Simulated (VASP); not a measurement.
Wanted: the native input for a VASP 6.6.1 run.

| Item | Value |
| --- | --- |
| Task | single point |
| Functional | PBE |
| Potentials or basis | VASP PAW PBE potentials, release 64 (Bi_d) |
| Cutoff | 520 eV |
| k mesh | 4 × 4 × 4 |
| Occupations | gaussian, width 0.1 eV |
| Spin | no spin polarisation |
| Dipole correction | no |
| Further INCAR settings | ALGO = Normal; EDIFF = 1e-07; NBANDS = 70 |

The structure of Bi lies in POSCAR:

```
Bi
1.0
    4.9599340454     -4.3241714987      0.3447631158
    4.9599340454      4.3241714987      0.3447631158
   -1.7586808872      0.0000000000      6.3354732638
Bi
8
Direct
    0.8193414211      0.8193414211      0.1832317103
    0.1806585789      0.1806585789      0.8167682897
    0.2489181291      0.2489181291      0.3108174506
    0.7510818709      0.7510818709      0.6891825494
    0.7555451778      0.3099877922      0.2475197072
    0.6900122078      0.2444548222      0.7524802928
    0.2444548222      0.6900122078      0.7524802928
    0.3099877922      0.7555451778      0.2475197072
```

These files were run (other wordings do the same):

INCAR

```
  PREC = Accurate
  ENCUT = 520
  EDIFF = 1E-7
  ISMEAR = 0
  SIGMA = 0.1
  LREAL = False
  LASPH = True
  NELM = 100
  ALGO = Normal
  ISIF = 2
  LWAVE = False
  LCHARG = True
  GGA = PE
  LELF = True
  LVHAR = True
  NBANDS = 70
```

KPOINTS

```
regular mesh
0
Gamma
  4 4 4
```

Potentials or basis: VASP PAW PBE potentials, release 64 (Bi_d).

Launch:

```console
$ cat potpaw_PBE.64/Bi_d/POTCAR > POTCAR
$ mpirun -np 1 vasp_std > vasp.out
```

Results of the run:

```json
{
 "Pressure": "-0.1 GPa",
 "Largest force": "0.022 eV/Å",
 "Band gap on the k mesh": "zero (band 60 reaches 6.44 eV, above the bottom of band 61 at 6.36 eV)"
}
```

Caveat: spin-orbit coupling is left out, which moves the levels of the heavy elements.

Run time: 13 min on 1 thread of AMD EPYC 7R43 64-Core Processor (Zen 3) (shared host), peak memory 0.46 GiB.
